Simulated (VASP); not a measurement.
A run of VASP 6.6.1 is set up as follows.

File INCAR:

```
ALGO = Normal
EDIFF = 1E-6
ENCUT = 520
GGA = PS
ISIF = 2
ISMEAR = -1
LASPH = True
LCHARG = False
LREAL = False
LWAVE = False
NBANDS = 17
NELM = 100
PREC = Accurate
SIGMA = 0.01
```

KPOINTS

```
k-points
0
Gamma
  7 7 7
```

Contents of POSCAR:

```
SnSe
1.0
    0.0000000000      3.0299343558      3.0299343558
    3.0299343558      0.0000000000      3.0299343558
    3.0299343558      3.0299343558      0.0000000000
Sn Se
1 1
Direct
    0.0000000000      0.0000000000      0.0000000000
    0.5000000000      0.5000000000      0.5000000000
```

Potentials or basis: VASP PAW PBE potentials, release 64 (Sn_d, Se).

Command:

```sh
$ cat potpaw_PBE.64/Sn_d/POTCAR potpaw_PBE.64/Se/POTCAR > POTCAR
$ mpirun -np 1 vasp_std > vasp.out
```

Problem. Estimate the pressure.

Solution. -2.8 GPa.

Caveat: the PAW data sets were made with another functional, which shifts forces and pressure a little.
